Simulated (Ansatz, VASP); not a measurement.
**PtSeS4 in VASP and in Ansatz**

INCAR

```
SYSTEM = PtSeS4
  ALGO = Normal
  EDIFF = 1E-6
  ENCUT = 520
  GGA = PE
  ISIF = 2
  ISMEAR = 0
  ISPIN = 2
  LASPH = .True.
  LCHARG = .True.
  LELF = .True.
  LMAXMIX = 4
  LORBIT = 11
  LREAL = .False.
  LVHAR = .True.
  LWAVE = .False.
  MAGMOM = 1 0 0 0 0 0
  NBANDS = 33
  NELM = 150
  PREC = Accurate
  SIGMA = 0.1
```

Contents of KPOINTS:

```
k-points
0
Gamma
  4 4 4
  0 0 0
```

The input POSCAR:

```
PtSeS4
1.0
   -2.8504498414      2.8504498414      3.3597035004
    2.8504498414     -2.8504498414      3.3597035004
    2.8504498414      2.8504498414     -3.3597035004
Pt Se S
1 1 4
Direct
    0.0000000000      0.0000000000      0.0000000000
    0.5000000000      0.5000000000      0.0000000000
    0.8746958378      0.3746958378      0.7493916756
    0.6253041622      0.1253041622      0.2506083244
    0.1253041622      0.8746958378      0.5000000000
    0.3746958378      0.6253041622      0.5000000000
```

Input for Ansatz:

```yaml
crystal:
  lattice:
    - [-2.8504498414, 2.8504498414, 3.3597035004]
    - [2.8504498414, -2.8504498414, 3.3597035004]
    - [2.8504498414, 2.8504498414, -3.3597035004]
  atoms:
    - { symbol: Pt, position: [0.0, 0.0, 0.0], spin: 1.0 }
    - { symbol: Se, position: [0.5, 0.5, 0.0] }
    - { symbol: S, position: [0.8746958378, 0.3746958378, 0.7493916756] }
    - { symbol: S, position: [0.6253041622, 0.1253041622, 0.2506083244] }
    - { symbol: S, position: [0.1253041622, 0.8746958378, 0.5] }
    - { symbol: S, position: [0.3746958378, 0.6253041622, 0.5] }
basis:
  ecutwfc: 420
kpoints:
  mp_grid: { grid: [4, 4, 4] }
hamiltonian:
  xc: pbe
scf:
  occupations: { method: gaussian, width: 0.1 }
  lower_state_search: "off"
output:
  forces: true
  stress: true
  eigenvalues: true
  populations: true
magnetization:
  spin_polarized: true
```

Change from the starting cell: species swapped into the FeCoSn4 type (I422, No. 97).

Alike in both runs: task single point; functional PBE; k mesh 4 × 4 × 4; occupations gaussian, width 0.1 eV; collinear spin.

|  | VASP | Ansatz |
| --- | --- | --- |
| version | VASP 6.6.1 | Ansatz 0.2.0 |
| potentials or method | VASP PAW PBE potentials, release 64 (Pt, Se, S), cutoff 520 eV | scalar-relativistic, plane waves, PAW |
| valence electrons in the cell | 40 | 58 |

VASP gave:

- gap on the k mesh at the Fermi level (eV): none
- pressure (GPa): -0.3
- traceless stress, the component that is largest in VASP (GPa): 0.38
- rms of the force components (eV/Å): 0.068
- net moment per atom (μB): 0.00

Which values does Ansatz return?

gap on the k mesh at the Fermi level (eV): none; pressure (GPa): 0.0; traceless stress, the component that is largest in VASP (GPa): 0.09; rms of the force components (eV/Å): 0.002; net moment per atom (μB): 0.00.

Atom by atom the forces differ by 0.070 eV/Å (rms over components). A gap of «none» marks a metal or a gap that the smearing closes. VASP's potentials hold 40 valence electrons a cell and Ansatz's 58, so a difference there can come from the potentials and not from the codes. Ansatz's warnings: seeded moment not kept.

The k mesh is coarse, so the values compare programs but aren't converged. Spin-orbit coupling is off throughout.
